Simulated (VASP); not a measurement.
Input of a VASP 6.6.1 run:

INCAR

```
SYSTEM = CdH2
PREC = Accurate
ENCUT = 600
EDIFF = 1E-6
ISMEAR = -1
SIGMA = 0.03
LREAL = .FALSE.
LASPH = .TRUE.
NELM = 60
ALGO = Normal
ISIF = 3
LWAVE = .FALSE.
LCHARG = .FALSE.
GGA = PS
IBRION = 2
NSW = 100
EDIFFG = -0.01
```

Contents of KPOINTS:

```
Automatic mesh
0
G
  8 8 8
  0 0 0
```

The input POSCAR:

```
CdH2
1.0
    0.0000000000      2.1790588726      2.1790588726
    2.1790588726      0.0000000000      2.1790588726
    2.1790588726      2.1790588726      0.0000000000
Cd H
1 2
Direct
    0.0000000000      0.0000000000      0.0000000000
    0.2500000000      0.2500000000      0.2500000000
    0.7500000000      0.7500000000      0.7500000000
```

Potentials or basis: VASP PAW PBE potentials, release 64 (Cd, H).

The run is started by

```console
$ cat potpaw_PBE.64/Cd/POTCAR potpaw_PBE.64/H/POTCAR > POTCAR
$ mpirun -np 1 vasp_std > vasp.out
```

**Question.** Predict the space group after relaxing (to 0.05 Å).

**Answer.** Fm-3m (No. 225).

**Question.** Predict the relaxed cell.

**Answer.** a = 3.550 Å, b = 3.550 Å, c = 3.550 Å, α = 60.00°, β = 60.00°, γ = 60.00°.

**Question.** Predict the relaxed volume.

**Answer.** 10.54 Å³/atom.

**Question.** What does it give for the band gap on the k mesh?

**Answer.** Zero (band 7 reaches 2.02 eV, above the bottom of band 8 at 0.88 eV).

Final structure:
```
Cd H
1.0
     0.00000    2.50989    2.50989
     2.50989    0.00000    2.50989
     2.50989    2.50989    0.00000
Cd H
1 2
Direct
  0.00000 0.00000 0.00000
  0.25000 0.25000 0.25000
  0.75000 0.75000 0.75000
```

Caveat: the volume moved by over 15 % at a fixed basis, so the end points are rough; the PAW data sets were made with another functional, which shifts forces and pressure a little.
